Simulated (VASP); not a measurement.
# AlN (P6_3mc) in VASP: settings compared

AlN is run at these levels: PBE, r2SCAN, LDA; tasks: single point.

Program: VASP 6.6.1. These are calculated values, not measurements. Logs are shortened: lines on timing, memory, paths and dates and some standing lists are left out, and cuts for length are marked.

**What was measured.**

From “Structural and optical properties of self-assembled AlN nanowires grown on SiO2/Si substrates by molecular beam epitaxy”, 2024, arxiv:2402.00216, for a bulk crystal of AlN at 0 K: band gap 6.0343 eV (an exciton energy, a little under the gap).

The results are compared with them further down.

## 1. The cell of the first run

It takes space group P6_3mc (No. 186, hexagonal). The conventional cell has a = 3.107 Å, b = 3.107 Å, c = 4.979 Å, α = 90.00°, β = 90.00°, γ = 120.00°. Within 2.5 Å of Al (site symmetry 3m) lie 4 N at 1.89 to 1.90 Å. N (site symmetry 3m) has 4 Al at 1.89 to 1.90 Å within 2.5 Å.

## 2. Single point, PBE

The input, INCAR:

```
SYSTEM = AlN
  ALGO = Normal
  EDIFF = 1E-7
  ENCUT = 520
  GGA = PE
  ISIF = 2
  ISMEAR = 0
  LASPH = .TRUE.
  LCHARG = .FALSE.
  LREAL = .FALSE.
  LWAVE = .FALSE.
  NBANDS = 16
  NELM = 60
  PREC = Accurate
  SIGMA = 0.01
```

The input, KPOINTS:

```
k-points
0
G
  6 6 4
  0 0 0
```

The input, POSCAR:

```
AlN
1.0
    3.1066945035      0.0000000000      0.0000000000
   -1.5533472517      2.6904763619      0.0000000000
    0.0000000000      0.0000000000      4.9785885504
Al N
2 2
Direct
    0.3333333333      0.6666666667     -0.0007956040
    0.6666666667      0.3333333333      0.4992043960
    0.3333333333      0.6666666667      0.3807956040
    0.6666666667      0.3333333333      0.8807956040
```

Potentials or basis: VASP PAW PBE potentials, release 64 (Al, N).

The run is started by

```sh
$ cat potpaw_PBE.64/Al/POTCAR potpaw_PBE.64/N/POTCAR > POTCAR
$ mpirun -np 1 vasp_std > vasp.out
```

OUTCAR:

```text
SYSTEM = AlN
   EDIFF = 1E-7
   ENCUT = 520
   GGA = PE
   ISIF = 2
   ISMEAR = 0
   LASPH = .TRUE.
   LREAL = .FALSE.
   NELM = 60
   PREC = Accurate

 ion  position               nearest neighbor table
   1  0.333  0.667  0.999-   4 1.89   4 1.89   4 1.89   3 1.90   2 3.07   2 3.07   2 3.07   2 3.07
                             2 3.07   2 3.07
   2  0.667  0.333  0.499-   3 1.89   3 1.89   3 1.89   4 1.90   1 3.07   1 3.07   1 3.07   1 3.07
                             1 3.07   1 3.07
   3  0.333  0.667  0.381-   2 1.89   2 1.89   2 1.89   1 1.90
   4  0.667  0.333  0.881-   1 1.89   1 1.89   1 1.89   2 1.90

  LATTYP: Found a hexagonal cell.
 ALAT       =     3.1066945035
 C/A-ratio  =     1.6025356033

  Lattice vectors:

 A1 = (   3.1066945035,   0.0000000000,   0.0000000000)
 A2 = (  -1.5533472517,   2.6904763619,   0.0000000000)
 A3 = (   0.0000000000,   0.0000000000,   4.9785885504)

Analysis of symmetry for initial positions (statically):
=====================================================================
 Subroutine PRICEL returns:
 Original cell was already a primitive cell.

 Routine SETGRP: Setting up the symmetry group for a
 hexagonal supercell.

 Subroutine GETGRP returns: Found 12 space group operations
 (whereof  6 operations were pure point group operations)
 out of a pool of 24 trial point group operations.

The static configuration has the point symmetry C_3v.
 The point group associated with its full space group is C_6v.

Analysis of symmetry for dynamics (positions and initial velocities):
=====================================================================
 Subroutine PRICEL returns:
 Original cell was already a primitive cell.

 Routine SETGRP: Setting up the symmetry group for a
 hexagonal supercell.

 Subroutine GETGRP returns: Found 12 space group operations
 (whereof  6 operations were pure point group operations)
 out of a pool of 24 trial point group operations.

The dynamic configuration has the point symmetry C_3v.
 The point group associated with its full space group is C_6v.

 Subroutine INISYM returns: Found 12 space group operations
 (whereof  6 operations are pure point group operations),
 and found     1 'primitive' translations

----------------------------------------------------------------------------------------

                                     Primitive cell

  volume of cell :      41.6135

  direct lattice vectors                    reciprocal lattice vectors
     3.106694503  0.000000000  0.000000000     0.321885528  0.185840696  0.000000000
    -1.553347252  2.690476362  0.000000000     0.000000000  0.371681392  0.000000000
     0.000000000  0.000000000  4.978588550     0.000000000  0.000000000  0.200860141

  length of vectors
     3.106694503  3.106694504  4.978588550     0.371681392  0.371681392  0.200860141

  position of ions in fractional coordinates (direct lattice)
     0.333333333  0.666666667  0.999204396
     0.666666667  0.333333333  0.499204396
     0.333333333  0.666666667  0.380795604
     0.666666667  0.333333333  0.880795604

  ion indices of the primitive-cell ions
   primitive index   ion index
                 1           1
                 2           2
                 3           3
                 4           4

----------------------------------------------------------------------------------------

 KPOINTS: k-points

Automatic generation of k-mesh.
 Grid dimensions read from file:
 generate k-points for:    6    6    4

 Generating k-lattice:

  Cartesian coordinates                     Fractional coordinates (reciprocal lattice)
     0.053647588  0.030973449  0.000000000     0.166666667  0.000000000  0.000000000
     0.000000000  0.061946899  0.000000000     0.000000000  0.166666667  0.000000000
     0.000000000  0.000000000  0.050215035     0.000000000  0.000000000  0.250000000

  Length of vectors
     0.061946899  0.061946899  0.050215035

  Shift w.r.t. Gamma in fractional coordinates (k-lattice)
     0.000000000  0.000000000  0.000000000

 Subroutine IBZKPT returns following result:
 ===========================================

 Found     21 irreducible k-points:

 Following reciprocal coordinates:
            Coordinates               Weight
  0.000000  0.000000  0.000000      1.000000
  0.166667  0.000000  0.000000      6.000000
  0.333333  0.000000  0.000000      6.000000
  0.500000  0.000000  0.000000      3.000000
  0.166667  0.166667  0.000000      6.000000
  0.333333  0.166667  0.000000     12.000000
[... 13 lines left out ...]
  0.333333  0.166667  0.500000     12.000000
  0.333333  0.333333  0.500000      2.000000
   k-points           NKPTS =     21   k-points in BZ     NKDIM =     21   number of bands    NBANDS=     16
   number of dos      NEDOS =    301   number of ions     NIONS =      4
   total plane-waves  NPLWV =  23040
   dimension x,y,z NGX =    24 NGY =   24 NGZ =   40
   dimension x,y,z NGXF=    48 NGYF=   48 NGZF=   80
   ions per type =               2   2
   NGX,Y,Z   is equivalent  to a cutoff of  12.84, 12.84, 13.36 a.u.
   NGXF,Y,Z  is equivalent  to a cutoff of  25.69, 25.69, 26.71 a.u.
 SYSTEM =  AlN
   PREC   = accura    normal or accurate (medium, high low for compatibility)
   ISTART =      0    job   : 0-new  1-cont  2-samecut
   ICHARG =      2    charge: 1-file 2-atom 10-const
   ISPIN  =      1    spin polarized calculation?
   LNONCOLLINEAR =      F non collinear calculations
   LSORBIT =      F    spin-orbit coupling
   LASPH  =      T    aspherical Exc in radial PAW
   ENCUT  =  520.0 eV  38.22 Ry    6.18 a.u.   5.78  5.78  9.26*2*pi/ulx,y,z
   NELM   =     60;   NELMIN=  2; NELMDL= -5     # of ELM steps
   EDIFF  = 0.1E-06   stopping-criterion for ELM
   LREAL  =      F    real-space projection
   EDIFFG = 0.1E-05   stopping-criterion for IOM
   NSW    =      0    number of steps for IOM
   IBRION =     -1    ionic relax: 0-MD 1-quasi-New 2-CG
   NFREE  =      0    steps in history (QN), initial steepest desc. (CG)
   ISIF   =      2    stress and relaxation
   ISYM   =      2    0-nonsym 1-usesym 2-fastsym
   POTIM  = 0.5000    time-step for ionic-motion
   TEBEG  =    0.0;   TEEND  =   0.0 temperature during run
   PSTRESS=    0.0 pullay stress
   NELECT =      16.0000    total number of electrons
   NUPDOWN=      -1.0000    fix difference up-down
   EMIN   =  10.00;   EMAX   =-10.00  energy-range for DOS
   EFERMI =   0.00;   METHOD = LEGACY
   ISMEAR =     0;   SIGMA  =   0.01  broadening in eV -4-tet -1-fermi 0-gaus
   EFERMI_NEDOS =   21; number of points for ismear=-14 and -15
   IALGO  =     38    algorithm
   IMIX   =      4    mixing-type and parameters
     AMIX     =   0.40;   BMIX     =  1.00
     AMIX_MAG =   1.60;   BMIX_MAG =  1.00
  volume/ion in A,a.u.               =      10.40        70.21
  Fermi-wavevector in a.u.,A,eV,Ry     =   1.190429  2.249585 19.281105  1.417121
  Thomas-Fermi vector in A             =   2.326514
   LORBIT       =      0    0 simple, 1 ext, 2 COOP (PROOUT), +10 PAW based schemes
   GGA     = PE    functional components
   LHFCALC =     F    Hartree Fock is set to
   AEXX    =    0.0000 exact exchange contribution
   IVDW    =     0    specifies the selected vdW correction
   LEPSILON=     F    determine dielectric tensor
   LRPA    =     F    only Hartree local field effects (RPA)
 non-spin polarized calculation
 Gauss-broadening in eV      SIGMA  =   0.01
  energy-cutoff  :      520.00
  volume of cell :       41.61
 maximum number of plane-waves:      1152
 NGX is ok and might be reduce to    24
   NGX = 11   NGY = 11   NGZ = 19

 number of electron      15.9999996 magnetization

 Free energy of the ion-electron system (eV)
  ---------------------------------------------------
  ext. energy  EPLUGINS =         0.00000000
  ---------------------------------------------------
  free energy    TOTEN  =       -29.76652506 eV

  energy without entropy =      -29.76652506  energy(sigma->0) =      -29.76652506

 E-fermi :   6.2459     XC(G=0): -10.9265

 val. band max:        6.1866316498   @ k =   0.0000   0.0000   0.0000
 cond. band min:      10.4297522782   @ k =   0.0000   0.0000   0.0000
 fundamental gap:      4.2431206284
 Fermi energy:         6.2459293856

 k-point     1 :       0.0000    0.0000    0.0000
  band No.  band energies     occupation
      1      -9.0203      2.00000
      2      -6.8655      2.00000
      3       0.1771      2.00000
      4       5.3274      2.00000
      5       5.3274      2.00000
      6       5.9763      2.00000
[... 8 lines left out ...]
     15      19.3683      0.00000
     16      19.3683      0.00000

 k-point     2 :       0.1667    0.0000    0.0000
  band No.  band energies     occupation
      1      -8.6719      2.00000
      2      -6.6763      2.00000
      3       0.5946      2.00000
      4       3.9060      2.00000
      5       4.6884      2.00000
      6       4.9349      2.00000
[... 8 lines left out ...]
     15      18.5796      0.00000
     16      19.0133      0.00000

 k-point     3 :       0.3333    0.0000    0.0000
  band No.  band energies     occupation
      1      -7.7720      2.00000
      2      -6.3405      2.00000
      3       1.6747      2.00000
      4       1.7513      2.00000
      5       2.8591      2.00000
      6       4.3443      2.00000
[... 8 lines left out ...]
     15      18.3148      0.00000
     16      20.6297      0.00000

 k-point     4 :       0.5000    0.0000    0.0000
  band No.  band energies     occupation
      1      -7.0433      2.00000
      2      -6.3459      2.00000
      3       0.7256      2.00000
      4       2.0124      2.00000
      5       2.8372      2.00000
      6       4.0982      2.00000
[... 8 lines left out ...]
     15      19.0373      0.00000
     16      21.3680      0.00000
[... 267 lines left out ...]
 k-point    19 :       0.1667    0.1667    0.5000
  band No.  band energies     occupation
      1      -7.3162      2.00000
      2      -7.3162      2.00000
      3       1.9700      2.00000
      4       1.9700      2.00000
      5       4.3515      2.00000
      6       4.3515      2.00000
[... 8 lines left out ...]
     15      19.1672      0.00000
     16      19.1672      0.00000

 k-point    20 :       0.3333    0.1667    0.5000
  band No.  band energies     occupation
      1      -6.6890      2.00000
      2      -6.6890      2.00000
      3       1.0225      2.00000
      4       1.0225      2.00000
      5       3.5562      2.00000
      6       3.5562      2.00000
[... 8 lines left out ...]
     15      19.6832      0.00000
     16      19.6832      0.00000

 k-point    21 :       0.3333    0.3333    0.5000
  band No.  band energies     occupation
      1      -6.4621      2.00000
      2      -6.4621      2.00000
      3       1.3452      2.00000
      4       1.3452      2.00000
      5       2.3150      2.00000
      6       2.3150      2.00000
[... 8 lines left out ...]
     15      20.0378      0.00000
     16      20.0378      0.00000

------------------------ aborting loop because EDIFF is reached ----------------------------------------

  FORCE on cell =-STRESS in cart. coord.  units (eV):
  Direction    XX          YY          ZZ          XY          YZ          ZX
  --------------------------------------------------------------------------------------
  -------------------------------------------------------------------------------------
  Total        1.1537807      1.1537807      1.1082349      0.0000000      0.0000000      0.0000000
  in kB       44.4221813     44.4221813     42.6686049      0.0000000      0.0000000      0.0000000
  external PRESSURE =      43.8376558 kB  Pullay stress =       0.0000000 kB

 VOLUME and BASIS-vectors are now :
 -----------------------------------------------------------------------------
  energy-cutoff  :      520.00
  volume of cell :       41.61
      direct lattice vectors                 reciprocal lattice vectors
     3.106694503  0.000000000  0.000000000     0.321885528  0.185840696  0.000000000
    -1.553347252  2.690476362  0.000000000     0.000000000  0.371681392  0.000000000
     0.000000000  0.000000000  4.978588550     0.000000000  0.000000000  0.200860141

 POSITION                                       TOTAL-FORCE (eV/Angst)
 -----------------------------------------------------------------------------------
     -0.00000      1.79365      4.97463         0.000000     -0.000000     -0.010195
      1.55335      0.89683      2.48533        -0.000000      0.000000     -0.010195
     -0.00000      1.79365      1.89582        -0.000000      0.000000      0.010195
      1.55335      0.89683      4.38512         0.000000     -0.000000      0.010195
 -----------------------------------------------------------------------------------
    total drift:                               -0.000000      0.000000     -0.000954

  FREE ENERGIE OF THE ION-ELECTRON SYSTEM (eV)
  ---------------------------------------------------
  free  energy   TOTEN  =       -29.7665250614 eV

  energy  without entropy=      -29.7665250614  energy(sigma->0) =      -29.76652506
```

Run time: 11 s. Hardware: 1 thread of Intel Xeon Platinum 8375C at 2.90GHz (Ice Lake), shared host; peak memory 0.15 GiB.

Results:

```
Free energy            : -29.7665 eV
Pressure               : 4.4 GPa
Largest force          : 0.010 eV/Å
Band gap on the k mesh : 4.24 eV, direct
```

Forces in eV/Å, atoms in the order of the input:
```
Al   0.000  0.000 -0.010
Al   0.000  0.000 -0.010
N    0.000  0.000  0.010
N    0.000  0.000  0.010
```

Stress tensor (GPa, compression positive):
```
4.44 0.00 0.00
0.00 4.44 0.00
0.00 0.00 4.27
```

Levels at points of the mesh, in eV from the valence-band top:
| k point | band 6 | band 7 | band 8 | band 9 | band 10 | band 11 |
| --- | --- | --- | --- | --- | --- | --- |
| (0.00, 0.00, 0.00) | -0.21 | -0.21 | 0.00 | 4.24 | 6.70 | 10.64 |
| (0.50, 0.00, 0.00) | -2.09 | -1.78 | -0.69 | 5.81 | 5.83 | 8.22 |
| (0.00, 0.00, 0.50) | -0.54 | -0.54 | -0.54 | 6.50 | 6.50 | 10.35 |
| (0.50, 0.00, 0.50) | -1.46 | -1.37 | -1.37 | 5.32 | 5.32 | 9.28 |

## 3. Single point, r2SCAN

POSCAR is that of step 2.

The input, INCAR.step1:

```
SYSTEM = AlN
ALGO     = Normal         ! electronic algorithm
EDIFF    = 1E-4           ! SCF threshold, eV
ENCUT    = 520            ! plane-wave cutoff, eV
GGA      = PE             ! functional
ISMEAR   = 0              ! smearing method
LASPH    = .TRUE.         ! aspherical terms in the spheres
LCHARG   = .FALSE.        ! write CHGCAR
LREAL    = .FALSE.        ! projectors in reciprocal space
LWAVE    = .TRUE.         ! write WAVECAR
NBANDS   = 16             ! bands
NELM     = 100            ! most SCF steps
PREC     = Accurate       ! precision mode
SIGMA    = 0.01           ! smearing width, eV
```

The input, INCAR.step2:

```
SYSTEM = AlN
ALGO     = Normal         ! electronic algorithm
EDIFF    = 1E-6           ! SCF threshold, eV
ENCUT    = 520            ! plane-wave cutoff, eV
ISIF     = 2              ! what is computed and relaxed
ISMEAR   = 0              ! smearing method
ISTART   = 1            
LASPH    = .TRUE.         ! aspherical terms in the spheres
LCHARG   = .FALSE.        ! write CHGCAR
LMIXTAU  = .TRUE.       
LREAL    = .FALSE.        ! projectors in reciprocal space
LWAVE    = .FALSE.        ! write WAVECAR
METAGGA  = R2SCAN         ! meta-GGA
NBANDS   = 16             ! bands
NELM     = 100            ! most SCF steps
PREC     = Accurate       ! precision mode
SIGMA    = 0.01           ! smearing width, eV
```

KPOINTS is that of step 2.

Potentials or basis: VASP PAW PBE potentials, release 64 (Al, N).

The run is started by

```sh
$ cat potpaw_PBE.64/Al/POTCAR potpaw_PBE.64/N/POTCAR > POTCAR
$ cp INCAR.step1 INCAR
$ mpirun -np 1 vasp_std > vasp.out
$ cp INCAR.step2 INCAR
$ mpirun -np 1 vasp_std > vasp.out
```

Run time: 38 s. Hardware: 1 thread of Intel Xeon Platinum 8375C at 2.90GHz (Ice Lake), shared host; peak memory 0.16 GiB.

Results (log left out):

| Item | Value |
| --- | --- |
| Free energy | -38.4554 eV |
| Pressure | -0.4 GPa |
| Largest force | 0.004 eV/Å |
| Band gap on the k mesh | 4.92 eV, direct |

Forces on the atoms (eV/Å):
```
Al   0.000  0.000 -0.004
Al   0.000  0.000 -0.004
N    0.000  0.000  0.004
N    0.000  0.000  0.004
```

Levels at points of the mesh, in eV from the valence-band top:
| k point | band 4 | band 5 | band 6 | band 7 | band 8 | band 9 | band 10 | band 11 | band 12 | band 13 |
| --- | --- | --- | --- | --- | --- | --- | --- | --- | --- | --- |
| (0.00, 0.00, 0.00) | -0.88 | -0.88 | -0.22 | -0.22 | 0.00 | 4.92 | 7.54 | 11.62 | 12.04 | 12.04 |
| (0.50, 0.00, 0.00) | -4.22 | -3.39 | -2.14 | -1.77 | -0.71 | 6.45 | 6.56 | 9.05 | 11.26 | 11.72 |
| (0.00, 0.00, 0.50) | -3.37 | -0.56 | -0.56 | -0.56 | -0.56 | 7.26 | 7.26 | 11.32 | 11.32 | 12.36 |
| (0.50, 0.00, 0.50) | -5.66 | -1.50 | -1.50 | -1.39 | -1.39 | 6.00 | 6.00 | 10.15 | 10.15 | 12.94 |

Caveat: the PAW data sets were made with another functional, which shifts forces and pressure a little.

## 4. Single point, LDA

The input, INCAR:

```
PREC = Accurate
ENCUT = 520
EDIFF = 1E-6
ISMEAR = 0
SIGMA = 0.01
LREAL = False
LASPH = True
NELM = 80
ALGO = Normal
ISIF = 2
LWAVE = False
LCHARG = False
GGA = CA
NBANDS = 16
```

The input, KPOINTS:

```
regular mesh
0
Gamma
  12 12 6
```

POSCAR is that of step 3.

Potentials or basis: VASP PAW LDA potentials, release 64 (Al, N).

The run is started by

```sh
$ cat potpaw_LDA.64/Al/POTCAR potpaw_LDA.64/N/POTCAR > POTCAR
$ mpirun -np 1 vasp_std > vasp.out
```

Run time: 34 s. Hardware: 1 thread of Intel Xeon Platinum 8375C at 2.90GHz (Ice Lake), shared host; peak memory 0.16 GiB.

It converged, with:

| Item | Value |
| --- | --- |
| Free energy | -32.8352 eV |
| Pressure | -3.2 GPa |
| Band gap on the k mesh | 4.27 eV, direct |

Levels at points of the mesh, in eV from the valence-band top:
```csv
k point,band 6,band 7,band 8,band 9,band 10,band 11
"(0.00, 0.00, 0.00)",-0.21,-0.21,0.00,4.27,6.59,10.50
"(0.50, 0.00, 0.00)",-2.11,-1.81,-0.69,5.68,5.69,8.12
"(0.00, 0.00, 0.50)",-0.55,-0.55,-0.55,6.46,6.46,10.17
"(0.50, 0.00, 0.50)",-1.48,-1.38,-1.38,5.20,5.20,9.10
```

(Continued in part 2 of 2.)
